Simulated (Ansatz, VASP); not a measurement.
**Two plane-wave programs on MoS2**

```
Mo S
1.0
     3.14919    0.00000    0.00000
    -1.57460    2.72728    0.00000
     0.00000    0.00000   12.08975
Mo S
2 4
Direct
  0.33333 0.66667 0.25000
  0.66667 0.33333 0.75000
  0.33333 0.66667 0.62049
  0.66667 0.33333 0.12049
  0.33333 0.66667 0.87951
  0.66667 0.33333 0.37951
```

Alike in both runs: functional PBE; dispersion D3(BJ); k mesh 8 × 8 × 2; occupations gaussian, width 0.05 eV; no spin polarisation.

Ansatz relaxed the structure, and its values are those at the end. VASP's run is a single point on that final structure, the one shown.

```csv
,VASP,Ansatz
version,VASP 6.6.1,Ansatz 0.2.0
potentials or method,"VASP PAW PBE potentials, release 64 (Mo_sv, S), cutoff 520 eV","scalar-relativistic, plane waves, PAW"
valence electrons in the cell,52,52
```

```tsv
	VASP	Ansatz	Ansatz less VASP
gap on the k mesh at the Fermi level (eV)	0.90	0.88	-0.017
least direct gap on the mesh (eV)	1.97	1.97	-0.004
pressure (GPa)	-0.1	0.0	+0.15
rms of the force components (eV/Å)	0.005	0.001	-0.0038
```
